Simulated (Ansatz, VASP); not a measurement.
Cs in VASP and in Ansatz

```
Cs
1.0
    -3.02250    3.02250    3.02250
     3.02250   -3.02250    3.02250
     6.04500    6.04500    0.00000
Cs
2
Direct
  0.00000 0.00000 0.00000
  0.50000 0.50000 0.50000
```

Alike in both runs: task single point; functional PBEsol; k mesh 8 × 8 × 5; occupations fermi-dirac, width 0.05 eV; no spin polarisation.

|  | VASP | Ansatz |
| --- | --- | --- |
| version | VASP 6.6.1 | Ansatz 0.2.0 |
| potentials or method | VASP PAW PBE potentials, release 64 (Cs_sv), cutoff 520 eV | all-electron LAPW, scalar-relativistic |

```tsv
	VASP	Ansatz	Ansatz less VASP
pressure (GPa)	0.0	0.0	+0.01
```

VASP's potentials were made for PBE, not for PBEsol. Ansatz ran all-electron here, and VASP with PAW potentials.

Spin-orbit coupling is off throughout.
